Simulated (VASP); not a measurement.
# Sr (Fm-3m) in VASP: a series of runs

The runs below take Sr through single point, with PBEsol.

Program: VASP 6.6.1. These are calculated values, not measurements. Logs are shortened: lines on timing, memory, paths and dates and some standing lists are left out, and cuts for length are marked.

## (1) The cell of the first run

It takes space group Fm-3m (No. 225, cubic). Conventional cell: a = 6.085 Å, b = 6.085 Å, c = 6.085 Å, α = 90.00°, β = 90.00°, γ = 90.00°. Sr (site symmetry m-3m) has 12 Sr at 4.30 Å within 5.6 Å.

## (2) Single point, PBEsol

Input file INCAR:

```
SYSTEM = Sr
PREC = Accurate
ENCUT = 520
EDIFF = 1E-6
ISMEAR = 0
SIGMA = 0.03
LREAL = .False.
LASPH = .True.
NELM = 100
ALGO = Normal
ISIF = 2
LWAVE = .False.
LCHARG = .False.
GGA = PS
NBANDS = 11
```

Input file KPOINTS:

```
Automatic mesh
0
Gamma
  10 10 10
  0 0 0
```

Input file POSCAR:

```
Sr
1.0
    0.0000000000      3.0423500000      3.0423500000
    3.0423500000      0.0000000000      3.0423500000
    3.0423500000      3.0423500000      0.0000000000
Sr
1
Direct
    0.0000000000      0.0000000000      0.0000000000
```

Potentials or basis: VASP PAW PBE potentials, release 64 (Sr_sv).

Command:

```sh
$ cat potpaw_PBE.64/Sr_sv/POTCAR > POTCAR
$ mpirun -np 1 vasp_std > vasp.out
```

OUTCAR:

```text
SYSTEM = Sr
   PREC = Accurate
   ENCUT = 520
   EDIFF = 1E-6
   ISMEAR = 0
   LREAL = .False.
   LASPH = .True.
   NELM = 100
   ISIF = 2
   GGA = PS

 ion  position               nearest neighbor table
   1  0.000  0.000  0.000-

  LATTYP: Found a face centered cubic cell.
 ALAT       =     6.0847000000

  Lattice vectors:

 A1 = (   0.0000000000,   3.0423500000,   3.0423500000)
 A2 = (   3.0423500000,   0.0000000000,   3.0423500000)
 A3 = (   3.0423500000,   3.0423500000,   0.0000000000)

Analysis of symmetry for initial positions (statically):
=====================================================================
 Subroutine PRICEL returns:
 Original cell was already a primitive cell.

 Routine SETGRP: Setting up the symmetry group for a
 face centered cubic supercell.

 Subroutine GETGRP returns: Found 48 space group operations
 (whereof 48 operations were pure point group operations)
 out of a pool of 48 trial point group operations.

The static configuration has the point symmetry O_h .

Analysis of symmetry for dynamics (positions and initial velocities):
=====================================================================
 Subroutine PRICEL returns:
 Original cell was already a primitive cell.

 Routine SETGRP: Setting up the symmetry group for a
 face centered cubic supercell.

 Subroutine GETGRP returns: Found 48 space group operations
 (whereof 48 operations were pure point group operations)
 out of a pool of 48 trial point group operations.

The dynamic configuration has the point symmetry O_h .

 Subroutine INISYM returns: Found 48 space group operations
 (whereof 48 operations are pure point group operations),
 and found     1 'primitive' translations

----------------------------------------------------------------------------------------

                                     Primitive cell

  volume of cell :      56.3193

  direct lattice vectors                    reciprocal lattice vectors
     0.000000000  3.042350000  3.042350000    -0.164346640  0.164346640  0.164346640
     3.042350000  0.000000000  3.042350000     0.164346640 -0.164346640  0.164346640
     3.042350000  3.042350000  0.000000000     0.164346640  0.164346640 -0.164346640

  length of vectors
     4.302532631  4.302532631  4.302532631     0.284656730  0.284656730  0.284656730

  position of ions in fractional coordinates (direct lattice)
     0.000000000  0.000000000  0.000000000

  ion indices of the primitive-cell ions
   primitive index   ion index
                 1           1

----------------------------------------------------------------------------------------

 KPOINTS: Automatic mesh

Automatic generation of k-mesh.
 Grid dimensions read from file:
 generate k-points for:   10   10   10

 Generating k-lattice:

  Cartesian coordinates                     Fractional coordinates (reciprocal lattice)
    -0.016434664  0.016434664  0.016434664     0.100000000  0.000000000  0.000000000
     0.016434664 -0.016434664  0.016434664     0.000000000  0.100000000  0.000000000
     0.016434664  0.016434664 -0.016434664     0.000000000  0.000000000  0.100000000

  Length of vectors
     0.028465673  0.028465673  0.028465673

  Shift w.r.t. Gamma in fractional coordinates (k-lattice)
     0.000000000  0.000000000  0.000000000

 Subroutine IBZKPT returns following result:
 ===========================================

 Found     47 irreducible k-points:

 Following reciprocal coordinates:
            Coordinates               Weight
  0.000000  0.000000  0.000000      1.000000
  0.100000  0.000000  0.000000      8.000000
  0.200000  0.000000  0.000000      8.000000
  0.300000  0.000000  0.000000      8.000000
  0.400000  0.000000  0.000000      8.000000
  0.500000  0.000000  0.000000      4.000000
[... 16 lines left out ...]
  0.300000  0.300000  0.000000      6.000000
  0.400000  0.300000  0.000000     24.000000
 [... further k-points ...]
   k-points           NKPTS =     47   k-points in BZ     NKDIM =     47   number of bands    NBANDS=     11
   number of dos      NEDOS =    301   number of ions     NIONS =      1
   total plane-waves  NPLWV =  32768
   dimension x,y,z NGX =    32 NGY =   32 NGZ =   32
   dimension x,y,z NGXF=    64 NGYF=   64 NGZF=   64
   ions per type =               1
   NGX,Y,Z   is equivalent  to a cutoff of  12.36, 12.36, 12.36 a.u.
   NGXF,Y,Z  is equivalent  to a cutoff of  24.73, 24.73, 24.73 a.u.
 SYSTEM =  Sr
   PREC   = accura    normal or accurate (medium, high low for compatibility)
   ISTART =      0    job   : 0-new  1-cont  2-samecut
   ICHARG =      2    charge: 1-file 2-atom 10-const
   ISPIN  =      1    spin polarized calculation?
   LNONCOLLINEAR =      F non collinear calculations
   LSORBIT =      F    spin-orbit coupling
   LASPH  =      T    aspherical Exc in radial PAW
   ENCUT  =  520.0 eV  38.22 Ry    6.18 a.u.   8.00  8.00  8.00*2*pi/ulx,y,z
   NELM   =    100;   NELMIN=  2; NELMDL= -5     # of ELM steps
   EDIFF  = 0.1E-05   stopping-criterion for ELM
   LREAL  =      F    real-space projection
   EDIFFG = 0.1E-04   stopping-criterion for IOM
   NSW    =      0    number of steps for IOM
   IBRION =     -1    ionic relax: 0-MD 1-quasi-New 2-CG
   NFREE  =      0    steps in history (QN), initial steepest desc. (CG)
   ISIF   =      2    stress and relaxation
   ISYM   =      2    0-nonsym 1-usesym 2-fastsym
   POTIM  = 0.5000    time-step for ionic-motion
   TEBEG  =    0.0;   TEEND  =   0.0 temperature during run
   PSTRESS=    0.0 pullay stress
   NELECT =      10.0000    total number of electrons
   NUPDOWN=      -1.0000    fix difference up-down
   EMIN   =  10.00;   EMAX   =-10.00  energy-range for DOS
   EFERMI =   0.00;   METHOD = LEGACY
   ISMEAR =     0;   SIGMA  =   0.03  broadening in eV -4-tet -1-fermi 0-gaus
   EFERMI_NEDOS =   21; number of points for ismear=-14 and -15
   IALGO  =     38    algorithm
   IMIX   =      4    mixing-type and parameters
     AMIX     =   0.40;   BMIX     =  1.00
     AMIX_MAG =   1.60;   BMIX_MAG =  1.00
  volume/ion in A,a.u.               =      56.32       380.06
  Fermi-wavevector in a.u.,A,eV,Ry     =   0.920144  1.738819 11.519569  0.846664
  Thomas-Fermi vector in A             =   2.045416
   LORBIT       =      0    0 simple, 1 ext, 2 COOP (PROOUT), +10 PAW based schemes
   GGA     = PS    functional components
   LHFCALC =     F    Hartree Fock is set to
   AEXX    =    0.0000 exact exchange contribution
   IVDW    =     0    specifies the selected vdW correction
   LEPSILON=     F    determine dielectric tensor
   LRPA    =     F    only Hartree local field effects (RPA)
 non-spin polarized calculation
 Gauss-broadening in eV      SIGMA  =   0.03
  energy-cutoff  :      520.00
  volume of cell :       56.32
 maximum number of plane-waves:      1528
   NGX = 15   NGY = 15   NGZ = 15

 number of electron      10.0000000 magnetization

 Free energy of the ion-electron system (eV)
  ---------------------------------------------------
  ext. energy  EPLUGINS =         0.00000000
  ---------------------------------------------------
  free energy    TOTEN  =        -1.82520463 eV

  energy without entropy =       -1.82392001  energy(sigma->0) =       -1.82456232

 E-fermi :   1.4347     XC(G=0):  -7.3577

 val. band max:        1.4204299722   @ k =  -0.4000   0.3000   0.0000
 cond. band min:       1.4363986174   @ k =  -0.4000   0.2000   0.1000
 fundamental gap:      0.0159686451
 Fermi energy:         1.4347204228

 k-point     1 :       0.0000    0.0000    0.0000
  band No.  band energies     occupation
      1     -35.1656      2.00000
      2     -17.0708      2.00000
      3     -17.0708      2.00000
      4     -17.0708      2.00000
      5      -2.2051      2.00000
      6       3.7246      0.00000
      7       3.7246      0.00000
      8       3.7246      0.00000
      9       5.1613      0.00000
     10       5.1613      0.00000
     11       8.4601      0.00000

 k-point     2 :       0.1000    0.0000    0.0000
  band No.  band energies     occupation
      1     -35.1644      2.00000
      2     -17.0887      2.00000
      3     -17.0732      2.00000
      4     -17.0732      2.00000
      5      -2.0478      2.00000
      6       3.4860      0.00000
      7       3.7966      0.00000
      8       3.7966      0.00000
      9       5.0685      0.00000
     10       5.0685      0.00000
     11       8.8512      0.00000

 k-point     3 :       0.2000    0.0000    0.0000
  band No.  band energies     occupation
      1     -35.1613      2.00000
      2     -17.1349      2.00000
      3     -17.0795      2.00000
      4     -17.0795      2.00000
      5      -1.5970      2.00000
      6       2.9570      0.00000
      7       3.8968      0.00000
      8       3.8968      0.00000
      9       5.0046      0.00000
     10       5.0046      0.00000
     11       8.5531      0.00000

 k-point     4 :       0.3000    0.0000    0.0000
  band No.  band energies     occupation
      1     -35.1574      2.00000
      2     -17.1911      2.00000
      3     -17.0873      2.00000
      4     -17.0873      2.00000
      5      -0.9205      2.00000
      6       2.3703      0.00000
      7       3.8034      0.00000
      8       3.8034      0.00000
      9       5.3245      0.00000
     10       5.3245      0.00000
     11       7.7127      0.00000
[... 239 lines left out ...]
 k-point    22 :      -0.2000    0.2000    0.0000
  band No.  band energies     occupation
      1     -35.1561      2.00000
      2     -17.1823      2.00000
      3     -17.1217      2.00000
      4     -17.0865      2.00000
      5      -0.6762      2.00000
      6       2.4621      0.00000
      7       3.1861      0.00000
      8       4.2519      0.00000
      9       4.5503      0.00000
     10       6.0089      0.00000
     11       8.0713      0.00000

 k-point    23 :       0.3000    0.3000    0.0000
  band No.  band energies     occupation
      1     -35.1547      2.00000
      2     -17.1856      2.00000
      3     -17.1145      2.00000
      4     -17.1145      2.00000
      5      -0.5178      2.00000
      6       2.2682      0.00000
      7       3.1077      0.00000
      8       4.6894      0.00000
      9       4.6894      0.00000
     10       5.7838      0.00000
     11       9.1893      0.00000

 k-point    24 :       0.4000    0.3000    0.0000
  band No.  band energies     occupation
      1     -35.1522      2.00000
      2     -17.2097      2.00000
      3     -17.1277      2.00000
      4     -17.1220      2.00000
      5       0.0415      2.00000
      6       2.0490      0.00000
      7       2.7400      0.00000
      8       4.8302      0.00000
      9       5.1645      0.00000
     10       6.0911      0.00000
     11       7.6481      0.00000

 [... further k-points ...]

------------------------ aborting loop because EDIFF is reached ----------------------------------------

  FORCE on cell =-STRESS in cart. coord.  units (eV):
  Direction    XX          YY          ZZ          XY          YZ          ZX
  --------------------------------------------------------------------------------------
  -------------------------------------------------------------------------------------
  Total       -0.3165522     -0.3165522     -0.3165522      0.0000000      0.0000000      0.0000000
  in kB       -9.0053053     -9.0053053     -9.0053053      0.0000000      0.0000000      0.0000000
  external PRESSURE =      -9.0053053 kB  Pullay stress =       0.0000000 kB

 VOLUME and BASIS-vectors are now :
 -----------------------------------------------------------------------------
  energy-cutoff  :      520.00
  volume of cell :       56.32
      direct lattice vectors                 reciprocal lattice vectors
     0.000000000  3.042350000  3.042350000    -0.164346640  0.164346640  0.164346640
     3.042350000  0.000000000  3.042350000     0.164346640 -0.164346640  0.164346640
     3.042350000  3.042350000  0.000000000     0.164346640  0.164346640 -0.164346640

 POSITION                                       TOTAL-FORCE (eV/Angst)
 -----------------------------------------------------------------------------------
      0.00000      0.00000      0.00000         0.000000     -0.000000     -0.000000
 -----------------------------------------------------------------------------------
    total drift:                                0.000000      0.000000      0.000000

  FREE ENERGIE OF THE ION-ELECTRON SYSTEM (eV)
  ---------------------------------------------------
  free  energy   TOTEN  =        -1.8252046259 eV

  energy  without entropy=       -1.8239200097  energy(sigma->0) =       -1.82456232
```

Wall time 12 s (1 thread of Intel Xeon Platinum 8124M at 3.00GHz (Skylake/Cascade Lake), shared host); peak memory 0.18 GiB.

What came out:

```yaml
Free_energy: -1.8252 eV
Pressure: -0.9 GPa
Band_gap_on_the_k_mesh: zero (band 5 reaches 1.47 eV, above the bottom of band 6 at 1.42 eV)
```

Levels at points of the mesh, in eV from the Fermi level:
| k point | band 3 | band 4 | band 5 | band 6 | band 7 | band 8 |
| --- | --- | --- | --- | --- | --- | --- |
| (0.00, 0.00, 0.00) | -18.51 | -18.51 | -3.64 | 2.29 | 2.29 | 2.29 |
| (0.50, 0.00, 0.00) | -18.53 | -18.53 | -1.14 | 0.03 | 2.14 | 2.14 |
| (0.50, 0.50, 0.00) | -18.57 | -18.57 | -0.64 | 0.34 | 0.99 | 4.75 |

Caveat: the PAW data sets were made with another functional, which shifts forces and pressure a little.

## (3) Single point, PBEsol

Input file INCAR:

```
PREC = Accurate
ENCUT = 520
EDIFF = 1E-6
ISMEAR = 0
SIGMA = 0.03
LREAL = False
LASPH = True
NELM = 60
ALGO = Normal
ISIF = 2
LWAVE = False
LCHARG = False
GGA = PS
NBANDS = 11
```

Input file KPOINTS:

```
regular mesh
0
Gamma
  10 10 10
```

POSCAR is that of step 2.

Potentials or basis: VASP PAW PBE potentials, release 64 (Sr_sv).

Command:

```sh
$ cat potpaw_PBE.64/Sr_sv/POTCAR > POTCAR
$ mpirun -np 1 vasp_std > vasp.out
```

Wall time 12 s (1 thread of Intel Xeon Platinum 8124M at 3.00GHz (Skylake/Cascade Lake), shared host); peak memory 0.18 GiB.

The run converged. Its results:

```yaml
Free_energy: -1.8252 eV
Pressure: -0.9 GPa
Band_gap_on_the_k_mesh: zero (band 5 reaches 1.47 eV, above the bottom of band 6 at 1.42 eV)
```

Levels at points of the mesh, in eV from the Fermi level:
```csv
k point,band 3,band 4,band 5,band 6,band 7,band 8
"(0.00, 0.00, 0.00)",-18.51,-18.51,-3.64,2.29,2.29,2.29
"(0.50, 0.00, 0.00)",-18.53,-18.53,-1.14,0.03,2.14,2.14
"(0.50, 0.50, 0.00)",-18.57,-18.57,-0.64,0.34,0.99,4.75
```

Caveat: the PAW data sets were made with another functional, which shifts forces and pressure a little.
